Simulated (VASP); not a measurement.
A run of VASP 6.6.1 is set up as follows.

File INCAR:

```
ALGO     = Normal         # electronic algorithm
EDIFF    = 1E-7           # SCF threshold, eV
ENCUT    = 520            # plane-wave cutoff, eV
GGA      = PE             # functional
ISIF     = 2              # what is computed and relaxed
ISMEAR   = 0              # smearing method
ISPIN    = 2              # spin polarisation
LASPH    = T              # aspherical terms in the spheres
LCHARG   = T              # write CHGCAR
LELF     = T              # ELF
LMAXMIX  = 4              # l up to which the mixer works
LORBIT   = 11             # projections on sites
LREAL    = F              # projectors in reciprocal space
LVHAR    = T            
LWAVE    = F              # write WAVECAR
MAGMOM   = 0 1 0 0 0      # initial moments
NBANDS   = 34             # bands
NELM     = 150            # most SCF steps
PREC     = Accurate       # precision mode
SIGMA    = 0.1            # smearing width, eV
```

Contents of KPOINTS:

```
k-points
0
Gamma
  4 4 4
```

POSCAR

```
TlPdCl3
1.0
    4.6069915000      0.0000000000      0.0000000000
    0.0000000000      4.6069915000      0.0000000000
    0.0000000000      0.0000000000      4.6069915000
Tl Pd Cl
1 1 3
Direct
    0.5000000000      0.5000000000      0.5000000000
    0.0000000000      0.0000000000      0.0000000000
    0.0000000000      0.5000000000      0.5000000000
    0.5000000000      0.0000000000      0.5000000000
    0.5000000000      0.5000000000      0.0000000000
```

Potentials or basis: VASP PAW PBE potentials, release 64 (Tl_d, Pd, Cl).

Command:

```console
$ cat potpaw_PBE.64/Tl_d/POTCAR potpaw_PBE.64/Pd/POTCAR potpaw_PBE.64/Cl/POTCAR > POTCAR
$ mpirun -np 1 vasp_std > vasp.out
```

Task: Predict the pressure.

Result: 33.7 GPa.

Task: Predict the net moment.

Result: -0.25 μB per cell.

Task: Predict the site moments.

Result: Tl +0.01; Pd -0.25; Cl -0.01 μB.

Caveat: the cell stands under pressure; a moment this small can come from the mesh or the smearing.
